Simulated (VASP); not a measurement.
Al2O3:

```
Al O
1.0
     2.88432    0.00000    0.00000
    -1.44216    2.49790    0.00000
     0.00000    0.00000    9.33675
Al O
2 3
Direct
  0.00000 0.00000 0.85001
  0.00000 0.00000 0.14999
  0.33333 0.66667 0.77768
  0.66667 0.33333 0.00000
  0.33333 0.66667 0.22232
```

Base run:

```yaml
Program: VASP 6.6.1
Functional: PBEsol
Potentials_or_basis: VASP PAW PBE potentials, release 64 (Al, O)
Cutoff: 520 eV
k_mesh: 12 × 12 × 4
Occupations: gaussian, width 0.01 eV
Spin: no spin polarisation
```

Its results: band gap on the k mesh 4.74 eV (least direct gap 4.98 eV); pressure -2.8 GPa; largest force 0.143 eV/Å.

Q: The run is repeated on the same cell with these changes: functional from PBEsol to r2SCAN; further incar settings from ALGO = Normal; EDIFF = 1e-07; NBANDS = 20 to ALGO = Normal; EDIFF = 1e-06; NBANDS = 20. What comes out?

A: Band gap on the k mesh 5.60 eV (least direct gap 5.83 eV); pressure -4.7 GPa; largest force 0.435 eV/Å.

Caveats: the PAW data sets were made with another functional, which shifts forces and pressure a little; the cell stands under tension (at least some runs).

A k mesh can miss the band edges.
